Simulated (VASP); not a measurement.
Pt: single point with PBEsol

Crystal: Pt.

```
Pt
1.0
     2.86143    0.00000    0.00000
    -1.43071    2.47807    0.00000
     0.00000    0.00000    4.94215
Pt
2
Direct
  0.66667 0.33333 0.75000
  0.33333 0.66667 0.25000
```

This cell differs from its parent crystal: strain +0.050 along x and y, +0.050 along z.

| Item | Value |
| --- | --- |
| Program | VASP 6.6.1 |
| Task | single point |
| Functional | PBEsol |
| Potentials or basis | VASP PAW PBE potentials, release 64 (Pt) |
| Cutoff | 520 eV |
| k mesh | 24 × 24 × 14 |
| Occupations | gaussian, width 0.15 eV |
| Spin | no spin polarisation |
| Dipole correction | no |
| Further INCAR settings | ALGO = Fast; EDIFF = 1e-06; NBANDS = 17 |

```json
{"Pressure": "-27.9 GPa", "Band gap on the k mesh": "zero (bands 10 and 11 overlap by 1.05 eV)"}
```

Stress tensor (GPa, compression positive):
```
-28.82   0.00   0.00
  0.00 -28.82   0.00
  0.00   0.00 -26.19
```

Levels at points of the mesh, in eV from the Fermi level:
```csv
k point,band 6,band 7,band 8,band 9,band 10,band 11,band 12,band 13,band 14,band 15
"(0.00, 0.00, 0.00)",-2.57,-2.57,-1.53,-1.53,-0.29,-0.18,-0.18,4.08,15.18,15.70
"(0.50, 0.00, 0.00)",-2.45,-2.15,0.01,0.21,0.38,2.06,3.34,6.76,8.36,8.56
"(0.00, 0.00, 0.50)",-2.88,-2.88,-2.88,-0.67,-0.67,-0.67,-0.67,11.23,11.23,15.50
"(0.50, 0.00, 0.50)",-1.51,-0.65,-0.65,0.31,0.31,1.73,1.73,5.67,5.67,13.67
```

Run time: 5.1 min on 1 thread of Intel Xeon 8259CL, with other jobs on the host, peak memory 0.36 GiB.

Caveat: the cell differs from its parent crystal (strain +0.050 along x and y, +0.050 along z); the cell stands under tension; the PAW data sets were made with another functional, which shifts forces and pressure a little; spin-orbit coupling is left out, which moves the levels of the heavy elements.
